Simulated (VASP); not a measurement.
# ZrB (Fm-3m) in VASP: notebook, part 2 of 3

VASP 6.6.1.

### 4 Single point, PBEsol

File INCAR:

```
  ALGO = Normal
  EDIFF = 1E-6
  ENCUT = 520
  GGA = PS
  ISIF = 2
  ISMEAR = 0
  LASPH = True
  LCHARG = True
  LELF = True
  LREAL = False
  LVHAR = True
  LWAVE = False
  NBANDS = 14
  NELM = 80
  PREC = Accurate
  SIGMA = 0.05
```

File KPOINTS:

```
k-points
0
Gamma
  12 12 12
```

File POSCAR:

```
ZrB
1.0
    0.0000000000      2.4521217160      2.4521217160
    2.4521217160      0.0000000000      2.4521217160
    2.4521217160      2.4521217160      0.0000000000
Zr B
1 1
Direct
    0.5000000000      0.5000000000      0.5000000000
    0.0000000000      0.0000000000      0.0000000000
```

Potentials or basis: VASP PAW PBE potentials, release 64 (Zr_sv, B).

Command:

```
$ cat potpaw_PBE.64/Zr_sv/POTCAR potpaw_PBE.64/B/POTCAR > POTCAR
$ mpirun -np 1 vasp_std > vasp.out
```

OUTCAR:

```text
EDIFF = 1E-6
   ENCUT = 520
   GGA = PS
   ISIF = 2
   ISMEAR = 0
   LASPH = True
   LREAL = False
   NELM = 80
   PREC = Accurate

 ion  position               nearest neighbor table
   1  0.500  0.500  0.500-   2 2.45   2 2.45   2 2.45   2 2.45   2 2.45   2 2.45
   2  0.000  0.000  0.000-   1 2.45   1 2.45   1 2.45   1 2.45   1 2.45   1 2.45

  LATTYP: Found a face centered cubic cell.
 ALAT       =     4.9042434320

  Lattice vectors:

 A1 = (   0.0000000000,   2.4521217160,   2.4521217160)
 A2 = (   2.4521217160,   0.0000000000,   2.4521217160)
 A3 = (   2.4521217160,   2.4521217160,   0.0000000000)

Analysis of symmetry for initial positions (statically):
=====================================================================
 Subroutine PRICEL returns:
 Original cell was already a primitive cell.

 Routine SETGRP: Setting up the symmetry group for a
 face centered cubic supercell.

 Subroutine GETGRP returns: Found 48 space group operations
 (whereof 48 operations were pure point group operations)
 out of a pool of 48 trial point group operations.

The static configuration has the point symmetry O_h .

Analysis of symmetry for dynamics (positions and initial velocities):
=====================================================================
 Subroutine PRICEL returns:
 Original cell was already a primitive cell.

 Routine SETGRP: Setting up the symmetry group for a
 face centered cubic supercell.

 Subroutine GETGRP returns: Found 48 space group operations
 (whereof 48 operations were pure point group operations)
 out of a pool of 48 trial point group operations.

The dynamic configuration has the point symmetry O_h .

 Subroutine INISYM returns: Found 48 space group operations
 (whereof 48 operations are pure point group operations),
 and found     1 'primitive' translations

----------------------------------------------------------------------------------------

                                     Primitive cell

  volume of cell :      29.4887

  direct lattice vectors                    reciprocal lattice vectors
     0.000000000  2.452121716  2.452121716    -0.203905050  0.203905050  0.203905050
[... 120 lines left out ...]
  volume of cell :       29.49
 maximum number of plane-waves:       821
 NGX is ok and might be reduce to    28
   NGX = 13   NGY = 13   NGZ = 13

 number of electron      15.0000000 magnetization

 Free energy of the ion-electron system (eV)
  ---------------------------------------------------
  ext. energy  EPLUGINS =         0.00000000
  ---------------------------------------------------
  free energy    TOTEN  =       -16.91639207 eV

  energy without entropy =      -16.91524475  energy(sigma->0) =      -16.91581841

 E-fermi :   7.3317     XC(G=0): -11.5870

 val. band max:        7.3270632627   @ k =   0.2500   0.0833   0.0000
 cond. band min:       7.4153742861   @ k =   0.3333   0.1667   0.0833
 fundamental gap:      0.0883110234
 Fermi energy:         7.3317202947

 k-point     1 :       0.0000    0.0000    0.0000
  band No.  band energies     occupation
      1     -40.0224      2.00000
      2     -17.8780      2.00000
      3     -17.8780      2.00000
      4     -17.8780      2.00000
      5      -0.6775      2.00000
      6       9.0576      0.00000
      7       9.0576      0.00000
      8       9.0576      0.00000
      9      10.4804      0.00000
     10      10.4804      0.00000
     11      10.8049      0.00000
     12      10.8049      0.00000
     13      10.8049      0.00000
     14      17.9791      0.00000
[... 377 lines left out ...]
      1     -39.9579      2.00000
      2     -18.3717      2.00000
      3     -18.0374      2.00000
      4     -17.9564      2.00000
      5       2.7638      2.00000
      6       4.1354      2.00000
      7       6.3297      2.00000
      8       6.4861      2.00000
      9      11.7929      0.00000
     10      11.8988      0.00000
     11      12.9960      0.00000
     12      16.2790      0.00000
     13      17.0731      0.00000
     14      17.7629      0.00000

 [... further k-points ...]

------------------------ aborting loop because EDIFF is reached ----------------------------------------

  FORCE on cell =-STRESS in cart. coord.  units (eV):
  Direction    XX          YY          ZZ          XY          YZ          ZX
  --------------------------------------------------------------------------------------
  -------------------------------------------------------------------------------------
  Total       -0.7203425     -0.7203425     -0.7203425     -0.0000000      0.0000000     -0.0000000
  in kB      -39.1375404    -39.1375404    -39.1375404     -0.0000000      0.0000000     -0.0000000
  external PRESSURE =     -39.1375404 kB  Pullay stress =       0.0000000 kB

 VOLUME and BASIS-vectors are now :
 -----------------------------------------------------------------------------
  energy-cutoff  :      520.00
  volume of cell :       29.49
      direct lattice vectors                 reciprocal lattice vectors
     0.000000000  2.452121716  2.452121716    -0.203905050  0.203905050  0.203905050
     2.452121716  0.000000000  2.452121716     0.203905050 -0.203905050  0.203905050
     2.452121716  2.452121716  0.000000000     0.203905050  0.203905050 -0.203905050

 POSITION                                       TOTAL-FORCE (eV/Angst)
 -----------------------------------------------------------------------------------
      2.45212      2.45212      2.45212         0.000000      0.000000      0.000000
      0.00000      0.00000      0.00000        -0.000000     -0.000000     -0.000000
 -----------------------------------------------------------------------------------
    total drift:                                0.000000      0.000000      0.000000

  FREE ENERGIE OF THE ION-ELECTRON SYSTEM (eV)
  ---------------------------------------------------
  free  energy   TOTEN  =       -16.9163920665 eV

  energy  without entropy=      -16.9152447453  energy(sigma->0) =      -16.91581841
```

stdout:

```text
POSCAR found type information on POSCAR ZrB
 POSCAR found :  2 types and       2 ions
 scaLAPACK will be used
 -----------------------------------------------------------------------------
|                                                                             |
|                                                                             |
|     You enforced a specific xc type in the INCAR file but a different       |
|     I HOPE YOU KNOW WHAT YOU ARE DOING!                                     |
|                                                                             |
 -----------------------------------------------------------------------------

 LDA part: xc-table for (Slater+PW92), standard interpolation
 POSCAR, INCAR and KPOINTS ok, starting setup
 FFT: planning ... GRIDC
 FFT: planning ... GRID_SOFT
 FFT: planning ... GRID
 WAVECAR not read
 entering main loop
```

It took 54 s on 1 thread of Intel Xeon 8259CL, shared host; peak memory 0.18 GiB.

Results:

| Quantity | Value |
| --- | --- |
| Free energy | -16.9164 eV |
| Pressure | -3.9 GPa |
| Band gap on the k mesh | zero (an odd number of electrons rules out a gap without spin polarisation) |

Levels at points of the mesh, in eV from the Fermi level:
```csv
k point,band 4,band 5,band 6,band 7,band 8,band 9,band 10,band 11,band 12,band 13
"(0.00, 0.00, 0.00)",-25.21,-8.01,1.73,1.73,1.73,3.15,3.15,3.47,3.47,3.47
"(0.50, 0.00, 0.00)",-25.27,-4.11,-3.81,-1.14,-1.14,4.82,4.82,6.09,7.49,11.36
"(0.50, 0.50, 0.00)",-25.40,-6.05,-0.80,-0.77,2.08,2.08,4.57,5.73,5.73,8.58
```

Caveat: the cell stands under tension; the PAW data sets were made with another functional, which shifts forces and pressure a little.

### 5 Single point, LDA

File INCAR:

```
SYSTEM = ZrB
  PREC = Accurate
  ENCUT = 520
  EDIFF = 1E-6
  ISMEAR = 0
  SIGMA = 0.05
  LREAL = .False.
  LASPH = .True.
  NELM = 80
  ALGO = Normal
  ISIF = 2
  LWAVE = .False.
  LCHARG = .False.
  GGA = CA
  NBANDS = 14
```

File KPOINTS:

```
regular mesh
0
Gamma
  12 12 12
  0 0 0
```

POSCAR is that of step 4.

Potentials or basis: VASP PAW LDA potentials, release 64 (Zr_sv, B).

Command:

```
$ cat potpaw_LDA.64/Zr_sv/POTCAR potpaw_LDA.64/B/POTCAR > POTCAR
$ mpirun -np 1 vasp_std > vasp.out
```

OUTCAR:

```text
SYSTEM = ZrB
   PREC = Accurate
   ENCUT = 520
   EDIFF = 1E-6
   ISMEAR = 0
   LREAL = .False.
   LASPH = .True.
   NELM = 80
   ISIF = 2
   GGA = CA

 ion  position               nearest neighbor table
   1  0.500  0.500  0.500-   2 2.45   2 2.45   2 2.45   2 2.45   2 2.45   2 2.45
   2  0.000  0.000  0.000-   1 2.45   1 2.45   1 2.45   1 2.45   1 2.45   1 2.45

  LATTYP: Found a face centered cubic cell.
 ALAT       =     4.9042434320

  Lattice vectors:

 A1 = (   0.0000000000,   2.4521217160,   2.4521217160)
 A2 = (   2.4521217160,   0.0000000000,   2.4521217160)
 A3 = (   2.4521217160,   2.4521217160,   0.0000000000)

Analysis of symmetry for initial positions (statically):
=====================================================================
 Subroutine PRICEL returns:
 Original cell was already a primitive cell.

 Routine SETGRP: Setting up the symmetry group for a
 face centered cubic supercell.

 Subroutine GETGRP returns: Found 48 space group operations
 (whereof 48 operations were pure point group operations)
 out of a pool of 48 trial point group operations.

The static configuration has the point symmetry O_h .

Analysis of symmetry for dynamics (positions and initial velocities):
=====================================================================
 Subroutine PRICEL returns:
 Original cell was already a primitive cell.

 Routine SETGRP: Setting up the symmetry group for a
 face centered cubic supercell.

 Subroutine GETGRP returns: Found 48 space group operations
 (whereof 48 operations were pure point group operations)
 out of a pool of 48 trial point group operations.

The dynamic configuration has the point symmetry O_h .

 Subroutine INISYM returns: Found 48 space group operations
 (whereof 48 operations are pure point group operations),
 and found     1 'primitive' translations

----------------------------------------------------------------------------------------

                                     Primitive cell

  volume of cell :      29.4887

  direct lattice vectors                    reciprocal lattice vectors
     0.000000000  2.452121716  2.452121716    -0.203905050  0.203905050  0.203905050
     2.452121716  0.000000000  2.452121716     0.203905050 -0.203905050  0.203905050
[... 124 lines left out ...]
 number of electron      15.0000000 magnetization

 Free energy of the ion-electron system (eV)
  ---------------------------------------------------
  ext. energy  EPLUGINS =         0.00000000
  ---------------------------------------------------
  free energy    TOTEN  =       -17.49688256 eV

  energy without entropy =      -17.49572997  energy(sigma->0) =      -17.49630626

 E-fermi :   7.3065     XC(G=0): -11.6526

 val. band max:        7.3038194476   @ k =   0.2500   0.0833   0.0000
 cond. band min:       7.3879504489   @ k =   0.3333   0.1667   0.0833
 fundamental gap:      0.0841310014
 Fermi energy:         7.3065017623

 k-point     1 :       0.0000    0.0000    0.0000
  band No.  band energies     occupation
      1     -39.8749      2.00000
      2     -17.8502      2.00000
      3     -17.8502      2.00000
      4     -17.8502      2.00000
      5      -0.6016      2.00000
      6       9.0170      0.00000
      7       9.0170      0.00000
      8       9.0170      0.00000
      9      10.4495      0.00000
     10      10.4495      0.00000
     11      10.7489      0.00000
     12      10.7489      0.00000
     13      10.7489      0.00000
     14      18.2683      0.00000
[... 377 lines left out ...]
      1     -39.8094      2.00000
      2     -18.3455      2.00000
      3     -18.0104      2.00000
      4     -17.9291      2.00000
      5       2.8385      2.00000
      6       4.1450      2.00000
      7       6.3230      2.00000
      8       6.4592      2.00000
      9      11.7380      0.00000
     10      11.8340      0.00000
     11      12.9314      0.00000
     12      16.2834      0.00000
     13      17.0582      0.00000
     14      17.6974      0.00000

 [... further k-points ...]

------------------------ aborting loop because EDIFF is reached ----------------------------------------

  FORCE on cell =-STRESS in cart. coord.  units (eV):
  Direction    XX          YY          ZZ          XY          YZ          ZX
  --------------------------------------------------------------------------------------
  -------------------------------------------------------------------------------------
  Total       -1.2913380     -1.2913380     -1.2913380      0.0000000     -0.0000000      0.0000000
  in kB      -70.1607849    -70.1607849    -70.1607849      0.0000000     -0.0000000      0.0000000
  external PRESSURE =     -70.1607849 kB  Pullay stress =       0.0000000 kB

 VOLUME and BASIS-vectors are now :
 -----------------------------------------------------------------------------
  energy-cutoff  :      520.00
  volume of cell :       29.49
      direct lattice vectors                 reciprocal lattice vectors
     0.000000000  2.452121716  2.452121716    -0.203905050  0.203905050  0.203905050
     2.452121716  0.000000000  2.452121716     0.203905050 -0.203905050  0.203905050
     2.452121716  2.452121716  0.000000000     0.203905050  0.203905050 -0.203905050

 POSITION                                       TOTAL-FORCE (eV/Angst)
 -----------------------------------------------------------------------------------
      2.45212      2.45212      2.45212        -0.000000      0.000000     -0.000000
      0.00000      0.00000      0.00000         0.000000     -0.000000      0.000000
 -----------------------------------------------------------------------------------
    total drift:                                0.000000      0.000000      0.000000

  FREE ENERGIE OF THE ION-ELECTRON SYSTEM (eV)
  ---------------------------------------------------
  free  energy   TOTEN  =       -17.4968825628 eV

  energy  without entropy=      -17.4957299662  energy(sigma->0) =      -17.49630626
```

OSZICAR:

```text
N       E                     dE             d eps       ncg     rms          rms(c)
DAV:   1     0.961528673757E+02    0.96153E+02   -0.77480E+03  2016   0.101E+03
DAV:   2    -0.136823341140E+02   -0.10984E+03   -0.10471E+03  2514   0.286E+02
DAV:   3    -0.191623543973E+02   -0.54800E+01   -0.54390E+01  3324   0.540E+01
DAV:   4    -0.194289391337E+02   -0.26658E+00   -0.26653E+00  2426   0.698E+00
DAV:   5    -0.194311512785E+02   -0.22121E-02   -0.22121E-02  2776   0.739E-01    0.170E+01
DAV:   6    -0.175174598806E+02    0.19137E+01   -0.29574E+00  2318   0.145E+01    0.568E+00
DAV:   7    -0.175036410918E+02    0.13819E-01   -0.24454E-01  2810   0.338E+00    0.283E+00
DAV:   8    -0.174974326089E+02    0.62085E-02   -0.35057E-02  2466   0.136E+00    0.305E-01
DAV:   9    -0.174968459705E+02    0.58664E-03   -0.30278E-03  2430   0.299E-01    0.140E-01
DAV:  10    -0.174968866871E+02   -0.40717E-04   -0.39744E-04  2316   0.208E-01    0.315E-02
DAV:  11    -0.174968830364E+02    0.36507E-05   -0.18297E-05  2586   0.369E-02    0.497E-03
DAV:  12    -0.174968825628E+02    0.47353E-06   -0.66821E-07  1534   0.932E-03
   1 F= -.17496883E+02 E0= -.17496306E+02  d E =-.115260E-02
```

It took 47 s on 1 thread of Intel Xeon 8259CL, shared host; peak memory 0.16 GiB.

What came out:

```yaml
Free_energy: -17.4969 eV
Pressure: -7.0 GPa
Band_gap_on_the_k_mesh: zero (an odd number of electrons rules out a gap without spin polarisation)
```

Caveat: the cell stands under tension.

(Part 2 of 3 ends here.)
